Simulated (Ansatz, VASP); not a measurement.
# One calculation of B4N3, two programs

```xyz
7
Lattice="4.8550 0.0000 0.0000 -2.4275 4.2046 0.0000 0.0000 0.0000 3.2553" Properties=species:S:1:pos:R:3 pbc="T T T"
B     2.4275    0.0783    0.0000
B     3.5735    2.0631    0.0000
B     1.2816    2.0631    0.0000
B     0.0000    0.0000    0.0000
N    -1.2171    3.5057    0.0000
N     1.2171    3.5057    0.0000
N     0.0000    1.3977    0.0000
```

Alike in both runs: functional PBE; k mesh 6 × 6 × 10; occupations gaussian, width 0.1 eV; no spin polarisation.

Ansatz relaxed the structure, and its values are those at the end. VASP's run is a single point on that final structure, the one shown.

```csv
,VASP,Ansatz
version,VASP 6.6.1,Ansatz 0.2.0
potentials or method,"VASP PAW PBE potentials, release 64 (B, N), cutoff 520 eV","scalar-relativistic, plane waves, PAW"
valence electrons in the cell,27,27
```

Ansatz gave:

* gap on the k mesh at the Fermi level (eV): none
* pressure (GPa): 0.0
* rms of the force components (eV/Å): 0.000

**Question.** Which values does VASP return?

**Answer.** gap on the k mesh at the Fermi level (eV): none; pressure (GPa): 0.1; rms of the force components (eV/Å): 0.006.

A gap of «none» marks a metal or a gap that the smearing closes.
